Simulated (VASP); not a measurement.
MgTl, 2 atoms in the cell. It takes space group Cmmm (No. 65, orthorhombic). The conventional cell has a = 5.089 Å, b = 5.192 Å, c = 3.635 Å, α = 90.00°, β = 90.00°, γ = 90.00°. Within 4.1 Å of Mg (site symmetry mmm) lie 8 Tl at 3.13 to 3.17 Å and 6 Mg at 3.63 to 3.64 Å. Tl (site symmetry mmm) has 8 Mg at 3.13 to 3.17 Å and 6 Tl at 3.63 to 3.64 Å within 4.1 Å.  This cell differs from its parent crystal: strain -0.0200 x Voigt [0, 0, 0, 0, 1, 0].

* Program: VASP 6.6.1
* Task: single point
* Functional: r2SCAN
* Potentials or basis: VASP PAW PBE potentials, release 64 (Mg, Tl_d)
* Cutoff: 520 eV
* k mesh: 14 × 14 × 14
* Occupations: gaussian, width 0.15 eV
* Spin: no spin polarisation
* Dipole correction: no
* Further INCAR settings: ALGO = Normal; EDIFF = 1e-06; NBANDS = 14

Potentials or basis: VASP PAW PBE potentials, release 64 (Mg, Tl_d).

The run is started by

```bash
$ cat potpaw_PBE.64/Mg/POTCAR potpaw_PBE.64/Tl_d/POTCAR > POTCAR
$ cp INCAR.step1 INCAR
$ mpirun -np 1 vasp_std > vasp.out
$ cp INCAR.step2 INCAR
$ mpirun -np 1 vasp_std > vasp.out
```

Hardware: 1 thread of Intel(R) Xeon(R) 6975P-C (Granite Rapids), on a shared host.

Task: How long does it take, and how much memory?

Result: It took 7.4 min on 1 thread of Intel(R) Xeon(R) 6975P-C (Granite Rapids), on a shared host, peak memory 0.44 GiB. Counts: k points 456.
